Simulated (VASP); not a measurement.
Set up this calculation in VASP 6.6.1, as the native input.

```
Task                   : single point
Functional             : LDA
Potentials or basis    : VASP PAW LDA potentials, release 64 (Pt, Se)
Cutoff                 : 520 eV
k mesh                 : 8 × 8 × 5
Occupations            : fermi-dirac, width 0.05 eV
Spin                   : no spin polarisation
Dipole correction      : no
Further INCAR settings : ALGO = Normal; EDIFF = 1e-06; NBANDS = 18
```

The structure of PtSe2 (Sudovikovite) lies in POSCAR:

```
PtSe2
1.0
    3.7970381507      0.0000000000      0.0000000000
   -1.8985190754      3.2883314977      0.0000000000
    0.0000000000      0.0000000000      5.1612801071
Pt Se
1 2
Direct
    0.0000000000      0.0000000000      0.0000000000
    0.6666666667      0.3333333333      0.7500000000
    0.3333333333      0.6666666667      0.2500000000
```

This cell differs from its parent crystal: volume scaled by 1.06.

One way to write it, as run:

INCAR

```
SYSTEM = PtSe2
  PREC = Accurate
  ENCUT = 520
  EDIFF = 1E-6
  ISMEAR = -1
  SIGMA = 0.05
  LREAL = .FALSE.
  LASPH = .TRUE.
  NELM = 100
  ALGO = Normal
  ISIF = 2
  LWAVE = .FALSE.
  LCHARG = .FALSE.
  GGA = CA
  NBANDS = 18
```

KPOINTS

```
Automatic mesh
0
G
  8 8 5
  0 0 0
```

Potentials or basis: VASP PAW LDA potentials, release 64 (Pt, Se).

The run is started by

```bash
$ cat potpaw_LDA.64/Pt/POTCAR potpaw_LDA.64/Se/POTCAR > POTCAR
$ mpirun -np 1 vasp_std > vasp.out
```

It gave:

```yaml
Pressure: -6.9 GPa
Largest_force: 0.417 eV/Å
Band_gap_on_the_k_mesh: zero (band 11 reaches 6.09 eV, above the bottom of band 12 at 5.75 eV)
```

Caveat: spin-orbit coupling is left out, which moves the levels of the heavy elements.

Run time: 31 s on 1 thread of Intel(R) Xeon(R) Platinum 8259CL CPU @ 2.50GHz (Skylake/Cascade Lake), with other jobs on the host, peak memory 0.18 GiB.
